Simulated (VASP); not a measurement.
Set up this calculation in VASP 6.6.1, as the native input.

| Item | Value |
| --- | --- |
| Task | single point |
| Functional | PBEsol |
| Potentials or basis | VASP PAW PBE potentials, release 64 (W_sv, Se) |
| Cutoff | 520 eV |
| k mesh | 6 × 6 × 2 |
| Occupations | gaussian, width 0.01 eV |
| Spin | no spin polarisation |
| Dipole correction | no |
| Further INCAR settings | ALGO = Normal; EDIFF = 1e-06; NBANDS = 35; ISYM = 0 |

The structure of WSe2 lies in POSCAR:

```
WSe2
1.0
    3.2996683534      0.0000000000      0.0000000000
   -1.6498341767      2.8575966181      0.0000000000
    0.0000000000      0.0000000000     13.1485346418
W Se
2 4
Direct
    0.6666666667      0.3333333333      0.7500000000
    0.3333333333      0.6666666667      0.2500000000
    0.3333333333      0.6666666667      0.8766615397
    0.6666666667      0.3333333333      0.3766615397
    0.3333333333      0.6666666667      0.6233384603
    0.6666666667      0.3333333333      0.1233384603
```

One way to write it, as run:

INCAR

```
SYSTEM = WSe2
ALGO = Normal
EDIFF = 1E-6
ENCUT = 520
GGA = PS
ISIF = 2
ISMEAR = 0
ISYM = 0
LASPH = .TRUE.
LCHARG = .TRUE.
LELF = .TRUE.
LREAL = .FALSE.
LVHAR = .TRUE.
LWAVE = .FALSE.
NBANDS = 35
NELM = 80
PREC = Accurate
SIGMA = 0.01
```

KPOINTS

```
k-points
0
G
  6 6 2
  0 0 0
```

Potentials or basis: VASP PAW PBE potentials, release 64 (W_sv, Se).

Run with:

```bash
$ cat potpaw_PBE.64/W_sv/POTCAR potpaw_PBE.64/Se/POTCAR > POTCAR
$ mpirun -np 1 vasp_std > vasp.out
```

Results of the run:

```json
{
  "Pressure": "-1.1 GPa",
  "Largest force": "0.025 eV/Å",
  "Band gap on the k mesh": "1.00 eV (least direct gap 1.48 eV)"
}
```

Caveat: the PAW data sets were made with another functional, which shifts forces and pressure a little; spin-orbit coupling is left out, which moves the levels of the heavy elements; this functional lacks dispersion, which binds layers or chains, so the pressure and a relaxed spacing across them are unreliable.

Run time: 5.6 min on 1 thread of AMD EPYC 7R13, on a shared host, peak memory 0.3 GiB.
